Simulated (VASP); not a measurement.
# SnSe (Fm-3m) in VASP: notebook, part 2 of 2

VASP 6.6.1. Earlier steps stand in the parts before.

## 4. Single point, PBEsol

This run uses another cell than the first one, of 27.27 Å³/atom, 1.087 times its volume.

The input, INCAR:

```
ALGO     = Normal         # electronic algorithm
EDIFF    = 1E-6           # SCF threshold, eV
ENCUT    = 520            # plane-wave cutoff, eV
GGA      = PS             # functional
ISIF     = 2              # what is computed and relaxed
ISMEAR   = 0              # smearing method
LASPH    = T              # aspherical terms in the spheres
LCHARG   = T              # write CHGCAR
LELF     = T              # ELF
LREAL    = F              # projectors in reciprocal space
LVHAR    = T            
LWAVE    = F              # write WAVECAR
NBANDS   = 17             # bands
NELM     = 80             # most SCF steps
PREC     = Accurate       # precision mode
SIGMA    = 0.01           # smearing width, eV
```

The input, KPOINTS:

```
k-points
0
Gamma
  5 5 5
```

The input, POSCAR:

```
SnSe
1.0
    0.0000000000      3.0100000000      3.0100000000
    3.0100000000      0.0000000000      3.0100000000
    3.0100000000      3.0100000000      0.0000000000
Sn Se
1 1
Direct
    0.0000000000      0.0000000000      0.0000000000
    0.5000000000      0.5000000000      0.5000000000
```

Potentials or basis: VASP PAW PBE potentials, release 64 (Sn_d, Se).

Command:

```console
> cat potpaw_PBE.64/Sn_d/POTCAR potpaw_PBE.64/Se/POTCAR > POTCAR
> mpirun -np 1 vasp_std > vasp.out
```

OUTCAR:

```text
EDIFF = 1E-6
   ENCUT = 520
   GGA = PS
   ISIF = 2
   ISMEAR = 0
   LASPH = T
   LREAL = F
   NELM = 80
   PREC = Accurate

 ion  position               nearest neighbor table
   1  0.000  0.000  0.000-   2 3.01   2 3.01   2 3.01   2 3.01   2 3.01   2 3.01
   2  0.500  0.500  0.500-   1 3.01   1 3.01   1 3.01   1 3.01   1 3.01   1 3.01

  LATTYP: Found a face centered cubic cell.
 ALAT       =     6.0200000000

  Lattice vectors:

 A1 = (   0.0000000000,   3.0100000000,   3.0100000000)
 A2 = (   3.0100000000,   0.0000000000,   3.0100000000)
 A3 = (   3.0100000000,   3.0100000000,   0.0000000000)

Analysis of symmetry for initial positions (statically):
=====================================================================
 Subroutine PRICEL returns:
 Original cell was already a primitive cell.

 Routine SETGRP: Setting up the symmetry group for a
 face centered cubic supercell.

 Subroutine GETGRP returns: Found 48 space group operations
 (whereof 48 operations were pure point group operations)
 out of a pool of 48 trial point group operations.

The static configuration has the point symmetry O_h .

Analysis of symmetry for dynamics (positions and initial velocities):
=====================================================================
 Subroutine PRICEL returns:
 Original cell was already a primitive cell.

 Routine SETGRP: Setting up the symmetry group for a
 face centered cubic supercell.

 Subroutine GETGRP returns: Found 48 space group operations
 (whereof 48 operations were pure point group operations)
 out of a pool of 48 trial point group operations.

The dynamic configuration has the point symmetry O_h .

 Subroutine INISYM returns: Found 48 space group operations
 (whereof 48 operations are pure point group operations),
 and found     1 'primitive' translations

----------------------------------------------------------------------------------------

                                     Primitive cell

  volume of cell :      54.5418

  direct lattice vectors                    reciprocal lattice vectors
     0.000000000  3.010000000  3.010000000    -0.166112957  0.166112957  0.166112957
     3.010000000  0.000000000  3.010000000     0.166112957 -0.166112957  0.166112957
     3.010000000  3.010000000  0.000000000     0.166112957  0.166112957 -0.166112957

  length of vectors
     4.256782823  4.256782823  4.256782823     0.287716081  0.287716081  0.287716081

  position of ions in fractional coordinates (direct lattice)
     0.000000000  0.000000000  0.000000000
     0.500000000  0.500000000  0.500000000

  ion indices of the primitive-cell ions
   primitive index   ion index
                 1           1
                 2           2

----------------------------------------------------------------------------------------

 KPOINTS: k-points

Automatic generation of k-mesh.
 Grid dimensions read from file:
 generate k-points for:    5    5    5

 Generating k-lattice:

  Cartesian coordinates                     Fractional coordinates (reciprocal lattice)
    -0.033222591  0.033222591  0.033222591     0.200000000  0.000000000  0.000000000
     0.033222591 -0.033222591  0.033222591     0.000000000  0.200000000  0.000000000
     0.033222591  0.033222591 -0.033222591     0.000000000  0.000000000  0.200000000

  Length of vectors
     0.057543216  0.057543216  0.057543216

  Shift w.r.t. Gamma in fractional coordinates (k-lattice)
     0.000000000  0.000000000  0.000000000

 Subroutine IBZKPT returns following result:
 ===========================================

 Found     10 irreducible k-points:

 Following reciprocal coordinates:
            Coordinates               Weight
  0.000000  0.000000  0.000000      1.000000
  0.200000  0.000000  0.000000      8.000000
  0.400000  0.000000  0.000000      8.000000
  0.200000  0.200000  0.000000      6.000000
  0.400000  0.200000  0.000000     24.000000
 -0.400000  0.200000  0.000000     24.000000
 -0.200000  0.200000  0.000000     12.000000
  0.400000  0.400000  0.000000      6.000000
 -0.400000  0.400000  0.000000     12.000000
 -0.400000  0.400000  0.200000     24.000000
   k-points           NKPTS =     10   k-points in BZ     NKDIM =     10   number of bands    NBANDS=     17
   number of dos      NEDOS =    301   number of ions     NIONS =      2
   total plane-waves  NPLWV =  32768
   dimension x,y,z NGX =    32 NGY =   32 NGZ =   32
   dimension x,y,z NGXF=    64 NGYF=   64 NGZF=   64
   ions per type =               1   1
   NGX,Y,Z   is equivalent  to a cutoff of  12.50, 12.50, 12.50 a.u.
   NGXF,Y,Z  is equivalent  to a cutoff of  24.99, 24.99, 24.99 a.u.
 SYSTEM =  unknown system
   PREC   = accura    normal or accurate (medium, high low for compatibility)
   ISTART =      0    job   : 0-new  1-cont  2-samecut
   ICHARG =      2    charge: 1-file 2-atom 10-const
   ISPIN  =      1    spin polarized calculation?
   LNONCOLLINEAR =      F non collinear calculations
   LSORBIT =      F    spin-orbit coupling
   LASPH  =      T    aspherical Exc in radial PAW
   ENCUT  =  520.0 eV  38.22 Ry    6.18 a.u.   7.91  7.91  7.91*2*pi/ulx,y,z
   NELM   =     80;   NELMIN=  2; NELMDL= -5     # of ELM steps
   EDIFF  = 0.1E-05   stopping-criterion for ELM
   LREAL  =      F    real-space projection
   EDIFFG = 0.1E-04   stopping-criterion for IOM
   NSW    =      0    number of steps for IOM
   IBRION =     -1    ionic relax: 0-MD 1-quasi-New 2-CG
   NFREE  =      0    steps in history (QN), initial steepest desc. (CG)
   ISIF   =      2    stress and relaxation
   ISYM   =      2    0-nonsym 1-usesym 2-fastsym
   POTIM  = 0.5000    time-step for ionic-motion
   TEBEG  =    0.0;   TEEND  =   0.0 temperature during run
   PSTRESS=    0.0 pullay stress
   NELECT =      20.0000    total number of electrons
   NUPDOWN=      -1.0000    fix difference up-down
   EMIN   =  10.00;   EMAX   =-10.00  energy-range for DOS
   EFERMI =   0.00;   METHOD = LEGACY
   ISMEAR =     0;   SIGMA  =   0.01  broadening in eV -4-tet -1-fermi 0-gaus
   EFERMI_NEDOS =   21; number of points for ismear=-14 and -15
   IALGO  =     38    algorithm
   IMIX   =      4    mixing-type and parameters
     AMIX     =   0.40;   BMIX     =  1.00
     AMIX_MAG =   1.60;   BMIX_MAG =  1.00
  volume/ion in A,a.u.               =      27.27       184.03
  Fermi-wavevector in a.u.,A,eV,Ry     =   1.171768  2.214321 18.681350  1.373040
  Thomas-Fermi vector in A             =   2.308207
   LORBIT       =      0    0 simple, 1 ext, 2 COOP (PROOUT), +10 PAW based schemes
   GGA     = PS    functional components
   LHFCALC =     F    Hartree Fock is set to
   AEXX    =    0.0000 exact exchange contribution
   IVDW    =     0    specifies the selected vdW correction
   LEPSILON=     F    determine dielectric tensor
   LRPA    =     F    only Hartree local field effects (RPA)
 non-spin polarized calculation
 Gauss-broadening in eV      SIGMA  =   0.01
  energy-cutoff  :      520.00
  volume of cell :       54.54
 maximum number of plane-waves:      1479
   NGX = 15   NGY = 15   NGZ = 15

 number of electron      20.0000005 magnetization

 Free energy of the ion-electron system (eV)
  ---------------------------------------------------
  ext. energy  EPLUGINS =         0.00000000
  ---------------------------------------------------
  free energy    TOTEN  =        -9.00040351 eV

  energy without entropy =       -9.00040351  energy(sigma->0) =       -9.00040351

 E-fermi :   5.4071     XC(G=0):  -9.7811

 val. band max:        5.3212099591   @ k =  -0.2000   0.2000   0.0000
 cond. band min:       6.1963878159   @ k =  -0.2000   0.2000   0.0000
 fundamental gap:      0.8751778569
 Fermi energy:         5.4070654372

 k-point     1 :       0.0000    0.0000    0.0000
  band No.  band energies     occupation
      1     -16.0627      2.00000
      2     -16.0627      2.00000
      3     -16.0627      2.00000
      4     -16.0625      2.00000
      5     -16.0625      2.00000
      6      -8.4417      2.00000
[... 9 lines left out ...]
     16      11.2416      0.00000
     17      13.5026      0.00000
[... 161 lines left out ...]
 k-point    10 :      -0.4000    0.4000    0.2000
  band No.  band energies     occupation
      1     -16.0807      2.00000
      2     -16.0621      2.00000
      3     -16.0608      2.00000
      4     -16.0528      2.00000
      5     -16.0466      2.00000
      6      -7.2858      2.00000
[... 9 lines left out ...]
     16      16.5488      0.00000
     17      16.6876      0.00000

------------------------ aborting loop because EDIFF is reached ----------------------------------------

  FORCE on cell =-STRESS in cart. coord.  units (eV):
  Direction    XX          YY          ZZ          XY          YZ          ZX
  --------------------------------------------------------------------------------------
  -------------------------------------------------------------------------------------
  Total       -0.7148000     -0.7148000     -0.7148000      0.0000000      0.0000000     -0.0000000
  in kB      -20.9974070    -20.9974070    -20.9974070      0.0000000      0.0000000     -0.0000000
  external PRESSURE =     -20.9974070 kB  Pullay stress =       0.0000000 kB

 VOLUME and BASIS-vectors are now :
 -----------------------------------------------------------------------------
  energy-cutoff  :      520.00
  volume of cell :       54.54
      direct lattice vectors                 reciprocal lattice vectors
     0.000000000  3.010000000  3.010000000    -0.166112957  0.166112957  0.166112957
     3.010000000  0.000000000  3.010000000     0.166112957 -0.166112957  0.166112957
     3.010000000  3.010000000  0.000000000     0.166112957  0.166112957 -0.166112957

 POSITION                                       TOTAL-FORCE (eV/Angst)
 -----------------------------------------------------------------------------------
      0.00000      0.00000      0.00000         0.000000      0.000000      0.000000
      3.01000      3.01000      3.01000        -0.000000     -0.000000     -0.000000
 -----------------------------------------------------------------------------------
    total drift:                                0.000000     -0.000000     -0.000000

  FREE ENERGIE OF THE ION-ELECTRON SYSTEM (eV)
  ---------------------------------------------------
  free  energy   TOTEN  =        -9.0004035079 eV

  energy  without entropy=       -9.0004035079  energy(sigma->0) =       -9.00040351
```

Wall time 7.2 s (1 thread of AMD EPYC 9R45 (Zen 5), shared host); peak memory 0.14 GiB.

What came out:

| Item | Value |
| --- | --- |
| Free energy | -9.0004 eV |
| Pressure | -2.1 GPa |

Levels at points of the mesh, in eV from the Fermi level:
```tsv
k point	band 6	band 7	band 8	band 9	band 10	band 11	band 12	band 13	band 14	band 15
(0.00, 0.00, 0.00)	-13.85	-5.08	-2.15	-2.15	-2.15	4.31	4.31	4.31	5.83	5.83
```

Caveat: this odd mesh misses L, where the gap lies, so gap, dielectric constants and Born charges aren't listed; the PAW data sets were made with another functional, which shifts forces and pressure a little; spin-orbit coupling is left out, which moves the levels of the heavy elements.

## 5. Single point, PBEsol

This run uses another cell than the first one, of 28.36 Å³/atom, 1.130 times its volume.

The input, INCAR:

```
SYSTEM = SnSe
  PREC = Accurate
  ENCUT = 520
  EDIFF = 1E-6
  ISMEAR = 0
  SIGMA = 0.01
  LREAL = .FALSE.
  LASPH = .TRUE.
  NELM = 80
  ALGO = Normal
  ISIF = 2
  LWAVE = .FALSE.
  LCHARG = .FALSE.
  GGA = PS
  NBANDS = 17
```

The input, KPOINTS:

```
Automatic mesh
0
G
  5 5 5
  0 0 0
```

The input, POSCAR:

```
SnSe
1.0
    0.0000000000      3.0496098055      3.0496098055
    3.0496098055      0.0000000000      3.0496098055
    3.0496098055      3.0496098055      0.0000000000
Sn Se
1 1
Direct
    0.0000000000      0.0000000000      0.0000000000
    0.5000000000      0.5000000000      0.5000000000
```

Command:

```console
> cat potpaw_PBE.64/Sn_d/POTCAR potpaw_PBE.64/Se/POTCAR > POTCAR
> mpirun -np 1 vasp_std > vasp.out
```

It took 6.6 s on 1 thread of AMD EPYC 9R45 (Zen 5), shared host; peak memory 0.15 GiB.

The run converged. Its results:

```yaml
Free_energy: -8.9604 eV
Pressure: -3.8 GPa
```

Levels at points of the mesh, in eV from the Fermi level:
| k point | band 6 | band 7 | band 8 | band 9 | band 10 | band 11 | band 12 | band 13 | band 14 | band 15 |
| --- | --- | --- | --- | --- | --- | --- | --- | --- | --- | --- |
| (0.00, 0.00, 0.00) | -13.51 | -5.12 | -1.96 | -1.96 | -1.96 | 4.25 | 4.25 | 4.25 | 5.96 | 5.96 |

Caveat: this odd mesh misses L, where the gap lies, so gap, dielectric constants and Born charges aren't listed; the PAW data sets were made with another functional, which shifts forces and pressure a little; spin-orbit coupling is left out, which moves the levels of the heavy elements.

## 6. Single point, PBEsol

This run uses another cell than the first one, of 29.45 Å³/atom, 1.174 times its volume.

The input, INCAR:

```
PREC     = Accurate       # precision mode
ENCUT    = 520            # plane-wave cutoff, eV
EDIFF    = 1E-7           # SCF threshold, eV
ISMEAR   = 0              # smearing method
SIGMA    = 0.01           # smearing width, eV
LREAL    = False          # projectors in reciprocal space
LASPH    = True           # aspherical terms in the spheres
NELM     = 80             # most SCF steps
ALGO     = Normal         # electronic algorithm
ISIF     = 2              # what is computed and relaxed
LWAVE    = False          # write WAVECAR
LCHARG   = False          # write CHGCAR
GGA      = PS             # functional
NBANDS   = 17             # bands
```

The input, KPOINTS:

```
Automatic mesh
0
Gamma
  5 5 5
```

The input, POSCAR:

```
SnSe
1.0
    0.0000000000      3.0882165597      3.0882165597
    3.0882165597      0.0000000000      3.0882165597
    3.0882165597      3.0882165597      0.0000000000
Sn Se
1 1
Direct
    0.0000000000      0.0000000000      0.0000000000
    0.5000000000      0.5000000000      0.5000000000
```

Potentials or basis: VASP PAW PBE potentials, release 64 (Sn_d, Se).

Command:

```console
> cat potpaw_PBE.64/Sn_d/POTCAR potpaw_PBE.64/Se/POTCAR > POTCAR
> mpirun -np 1 vasp_std > vasp.out
```

Wall time 6.6 s (1 thread of AMD EPYC 9R45 (Zen 5), shared host); peak memory 0.14 GiB.

Results (log left out):

- Free energy: -8.8997 eV
- Pressure: -5.2 GPa

Levels at points of the mesh, in eV from the Fermi level:
```csv
k point,band 8,band 9,band 10,band 11,band 12,band 13
"(0.00, 0.00, 0.00)",-1.78,-1.78,-1.78,4.19,4.19,4.19
```

Caveat: this odd mesh misses L, where the gap lies, so gap, dielectric constants and Born charges aren't listed; the PAW data sets were made with another functional, which shifts forces and pressure a little; spin-orbit coupling is left out, which moves the levels of the heavy elements.

## 7. The runs side by side

| cell | pressure (GPa) |
| --- | --- |
| a = 4.140 Å, angles 60.0°, 2 atoms | 2.7 |
| a = 4.199 Å, angles 60.0°, 2 atoms | 0.0 |
| a = 4.257 Å, angles 60.0°, 2 atoms | -2.1 |
| a = 4.313 Å, angles 60.0°, 2 atoms | -3.8 |
| a = 4.367 Å, angles 60.0°, 2 atoms | -5.2 |

Alike in all rows: task single point; level PBEsol; potentials or basis VASP PAW PBE potentials, release 64 (Sn_d, Se); no spin polarisation; k mesh 5 × 5 × 5; cutoff (eV) 520; smearing gaussian 0.01 eV.

Caveats: the PAW data sets were made with another functional, which shifts forces and pressure a little; spin-orbit coupling is left out, which moves the levels of the heavy elements.

Absolute energies hang on the potentials; compare differences alone.
